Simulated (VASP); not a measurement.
A run of VASP 6.6.1 is set up as follows.

The input INCAR:

```
ALGO = Normal
EDIFF = 1E-6
ENCUT = 600
GGA = CA
GGA_COMPAT = F
ISIF = 2
ISMEAR = -1
LASPH = T
LCHARG = F
LREAL = F
LWAVE = F
NBANDS = 23
NELM = 120
PREC = Accurate
SIGMA = 0.05
```

The input KPOINTS:

```
k-points
0
Gamma
  10 10 5
```

File POSCAR:

```
HfN
1.0
    3.1339080219      0.0000000000      0.0000000000
   -1.5669540110      2.7140439601      0.0000000000
    0.0000000000      0.0000000000      5.4167677200
Hf N
2 2
Direct
    0.3333333333      0.6666666667      0.2500000000
    0.6666666667      0.3333333333      0.7500000000
    0.0000000000      0.0000000000      0.5000000000
    0.0000000000      0.0000000000      0.0000000000
```

Potentials or basis: VASP PAW LDA potentials, release 64 (Hf_pv, N).

Launch:

```bash
$ cat potpaw_LDA.64/Hf_pv/POTCAR potpaw_LDA.64/N/POTCAR > POTCAR
$ mpirun -np 1 vasp_std > vasp.out
```

**Question.** What does it give for the band gap on the k mesh?

**Answer.** Zero (bands 15 and 16 overlap by 1.70 eV).

**Question.** Predict the pressure.

**Answer.** -10.1 GPa.

Stress tensor (GPa, compression positive):
```
 -9.93   0.00   0.00
  0.00  -9.93   0.00
  0.00   0.00 -10.59
```

Caveat: the cell stands under tension; spin-orbit coupling is left out, which moves the levels of the heavy elements.
